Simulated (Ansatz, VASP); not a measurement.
## MgTe in VASP and in Ansatz

```
CELL_PARAMETERS angstrom
4.48700 0.00000 0.00000
-2.24350 3.88585 0.00000
0.00000 0.00000 7.30748
ATOMIC_POSITIONS crystal
Mg 0.33333 0.66667 0.99939
Mg 0.66667 0.33333 0.49939
Te 0.33333 0.66667 0.37561
Te 0.66667 0.33333 0.87561
```

Change from the starting cell: hydrostatic strain -2.0%.

Alike in both runs: task single point; functional PBE; k mesh 6 × 6 × 4; occupations fermi-dirac, width 0.02 eV; no spin polarisation.

|  | VASP | Ansatz |
| --- | --- | --- |
| version | VASP 6.6.1 | Ansatz 0.2.0 |
| potentials or method | VASP PAW PBE potentials, release 64 (Mg, Te) | plane waves, PAW |
| plane-wave cutoff (eV) | 600 | 420 |
| valence electrons in the cell | 16 | 52 |

```tsv
	VASP	Ansatz	Ansatz less VASP
gap on the k mesh at the Fermi level (eV)	2.73	2.74	+0.008
pressure (GPa)	3.2	3.2	0.00
```

VASP's potentials hold 16 valence electrons a cell and Ansatz's 52, so a difference there can come from the potentials and not from the codes.

Neither program's run includes spin-orbit coupling.
